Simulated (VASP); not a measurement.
Here is a VASP 6.6.1 calculation.

File POSCAR:

```
In
1.0
    3.3313943041      0.0000000000      0.0000000000
   -1.6656971520      2.8850720974      0.0000000000
    0.0000000000      0.0000000000      5.4401668986
In
2
Direct
    0.3333333333      0.6666666667      0.2500000000
    0.6666666667      0.3333333333      0.7500000000
```

File INCAR.step1:

```
SYSTEM = In
PREC = Accurate ; ENCUT = 600
ISMEAR = -1 ; SIGMA = 0.1
LREAL = .FALSE. ; LASPH = .TRUE.
NELM = 80 ; GGA = PE
ALGO = Normal ; EDIFF = 1E-4
LWAVE = .TRUE. ; LCHARG = .FALSE.
```

The input INCAR.step2:

```
SYSTEM = In
PREC = Accurate ; ENCUT = 600
EDIFF = 1E-6 ; ISMEAR = -1
SIGMA = 0.1 ; LREAL = .FALSE.
LASPH = .TRUE. ; NELM = 80
ALGO = Normal ; ISIF = 3
LWAVE = .FALSE. ; LCHARG = .FALSE.
METAGGA = R2SCAN ; LMIXTAU = .TRUE.
IBRION = 2 ; NSW = 80
EDIFFG = -0.01 ; ISTART = 1
```

The input KPOINTS:

```
regular mesh
0
G
  11 11 6
  0 0 0
```

Potentials or basis: VASP PAW PBE potentials, release 64 (In_d).

Command:

```bash
$ cat potpaw_PBE.64/In_d/POTCAR > POTCAR
$ cp INCAR.step1 INCAR
$ mpirun -np 1 vasp_std > vasp.out
$ cp INCAR.step2 INCAR
$ mpirun -np 1 vasp_std > vasp.out
```

Problem. What does it give for the band gap on the k mesh?

Solution. Zero (band 13 reaches 11.13 eV, above the bottom of band 14 at 4.69 eV).

Problem. Predict the space group after relaxing (to 0.05 Å).

Solution. P6_3/mmc (No. 194).

Step by step:
| step | energy change (eV) | largest force (eV/Å) | pressure (GPa) | volume (Å³) |
| --- | --- | --- | --- | --- |
| 1 | 0.0000 | 0.0000 | 0.42 | 52.29 |
| 2 | -0.0011 | 0.0000 | 0.09 | 52.80 |
| 3 | -0.0011 | 0.0000 | 0.03 | 52.87 |
| 4 | -0.0011 | 0.0000 | 0.02 | 53.00 |

Caveat: the PAW data sets were made with another functional, which shifts forces and pressure a little; spin-orbit coupling is left out, which moves the levels of the heavy elements.
